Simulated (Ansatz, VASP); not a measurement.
# Two plane-wave programs on Cu

File INCAR:

```
  ALGO = Normal
  EDIFF = 1E-6
  ENCUT = 820
  GGA = CA
  GGA_COMPAT = False
  ISIF = 2
  ISMEAR = -1
  LASPH = True
  LCHARG = False
  LREAL = False
  LWAVE = False
  NBANDS = 46
  NELM = 120
  PREC = Accurate
  SIGMA = 0.1
```

KPOINTS

```
k-points
0
Gamma
  7 7 2
```

File POSCAR:

```
Cu
1.0
    2.5349709229      0.0000000000      0.0000000000
   -1.2674854615      2.1953567788      0.0000000000
    0.0000000000      0.0000000000      8.2755668140
Cu
4
Direct
    0.9952300000      0.0002200000      0.9983600000
    0.3277700000      0.6622900000      0.2501700000
    0.0056100000      0.0010200000      0.4991700000
    0.6601900000      0.3208400000      0.7500800000
```

Input for Ansatz:

```yaml
crystal:
  lattice:
    - [2.5349709229070596, 0.0, 0.0]
    - [-1.2674854614535298, 2.195356778771844, 0.0]
    - [0.0, 0.0, 8.275566814036893]
  atoms:
    - { symbol: Cu, position: [0.99523, 0.00022, 0.99836] }
    - { symbol: Cu, position: [0.32777, 0.66229, 0.25017] }
    - { symbol: Cu, position: [0.00561, 0.00102, 0.49917] }
    - { symbol: Cu, position: [0.66019, 0.32084, 0.75008] }
basis:
  ecutwfc: 540.0
  xc_grid: 2
kpoints:
  mp_grid:
    grid: [7, 7, 2]
hamiltonian:
  xc: lda
scf:
  convergence:
    dr2_threshold: 1.0e-09
  occupations:
    method: fermi_dirac
    width: 0.1
output:
  forces: true
  stress: true
```

Alike in both runs: task single point; functional LDA; k mesh 7 × 7 × 2; occupations fermi-dirac, width 0.1 eV; no spin polarisation.

```csv
,VASP,Ansatz
version,VASP 6.6.1,Ansatz 0.2.0
potentials or method,"VASP PAW LDA potentials, release 64 (Cu_sv_GW), cutoff 820 eV","plane waves, PAW"
valence electrons in the cell,76,76
```

Ansatz gave:

```
pressure (GPa)                                                : -9.5
traceless stress, the component that is largest in VASP (GPa) : -0.18
rms of the force components (eV/Å)                            : 0.048
```

Q: Which values does VASP return?

A: Pressure (GPa): -10.8; traceless stress, the component that is largest in VASP (GPa): -0.18; rms of the force components (eV/Å): 0.050.

LDA's correlation is that of Perdew and Zunger in VASP and of Perdew and Wang (1992) in Ansatz. Atom by atom the forces differ by 0.003 eV/Å (rms over components). Ansatz's warnings: stress scf threshold loose.

The k mesh is coarse, so the values compare programs but aren't converged.
